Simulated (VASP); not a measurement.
## GaAs: single point with LDA

**The experiment to reproduce.**

“Evidence of valence band perturbations in GaAsN/GaAs(001): A combined variable-angle spectroscopic ellipsometry and modulated photoreflectance investigation”, 2008, arxiv:0805.2212 reports, for a bulk crystal of GaAs at 300 K: band gap 1.412 ± 0.01 eV (direct).

Crystal: GaAs.

```
CELL_PARAMETERS angstrom
0.00000 2.80140 2.80140
2.80140 0.00000 2.80140
2.80140 2.80140 0.00000
ATOMIC_POSITIONS crystal
Ga 0.00000 0.00000 0.00000
As 0.75000 0.75000 0.75000
```

```
Program                : VASP 6.6.1
Task                   : single point
Functional             : LDA
Potentials or basis    : VASP PAW LDA potentials, release 64 (Ga_d, As_d)
Cutoff                 : 510 eV
k mesh                 : 12 × 12 × 12
Occupations            : gaussian, width 0.01 eV
Spin                   : no spin polarisation
Dipole correction      : no
Further INCAR settings : ALGO = Normal; EDIFF = 1e-06; NBANDS = 21
```

```
Pressure               : 0.2 GPa
Band gap on the k mesh : 0.53 eV
```

Levels at points of the mesh, in eV from the valence-band top:
```
           k point  band 11  band 12  band 13  band 14  band 15  band 16  band 17  band 18
(0.00, 0.00, 0.00)   -12.96     0.00     0.00     0.00     0.53     3.69     3.69     3.69
(0.50, 0.00, 0.00)   -11.12    -6.83    -1.19    -1.19     0.94     4.60     4.60     7.60
(0.50, 0.50, 0.00)   -10.34    -6.99    -2.78    -2.78     1.30     1.55    10.27    10.27
```

Wall time 71 s on 1 thread of Intel(R) Xeon(R) Platinum 8375C CPU @ 2.90GHz (Ice Lake) (shared host), peak memory 0.19 GiB.

Measured gap of GaAs: 1.412 eV (direct; 300 K; “Evidence of valence band perturbations in GaAsN/GaAs(001): A combined variable-angle spectroscopic ellipsometry and modulated photoreflectance investigation”, 2008, arxiv:0805.2212). This calculation gives 0.53 eV (-0.88 eV). 3 values of this kind are on record (1.412 to 1.51 eV); this one was drawn at random among those near their median, those with a stated uncertainty first. Spin-orbit coupling on As, Ga is left out. The value is that of LDA on a finite k mesh, which can miss the band edges, without temperature or zero-point motion. Semilocal functionals fall short of measured gaps as a rule.

Caveat: semilocal functionals underestimate gaps, and a narrow one can read as zero.
